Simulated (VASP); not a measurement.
A run of VASP 6.6.1 is set up as follows.

INCAR

```
ALGO = Normal
EDIFF = 1E-6
ENCUT = 520
GGA = PE
ISIF = 2
ISMEAR = -1
ISPIN = 2
LASPH = T
LCHARG = F
LMAXMIX = 4
LORBIT = 11
LREAL = F
LWAVE = F
MAGMOM = 0.575
NBANDS = 15
NELM = 150
PREC = Accurate
SIGMA = 0.05
```

Contents of KPOINTS:

```
k-points
0
Gamma
  15 15 15
```

File POSCAR:

```
Ni
1.0
    2.4179640232      0.0000000000      0.0000000000
    0.0000000000      2.4179640232      0.0000000000
    0.0000000000      0.0000000000      2.4179640232
Ni
1
Direct
    0.0000000000      0.0000000000      0.0000000000
```

Potentials or basis: VASP PAW PBE potentials, release 64 (Ni).

The run is started by

```console
$ cat potpaw_PBE.64/Ni/POTCAR > POTCAR
$ mpirun -np 1 vasp_std > vasp.out
```

**Question.** What does it give for the net moment?

**Answer.** 0.73 μB per cell.

**Question.** Predict the site moments.

**Answer.** Ni +0.74 μB.

Caveat: the cell stands under tension.
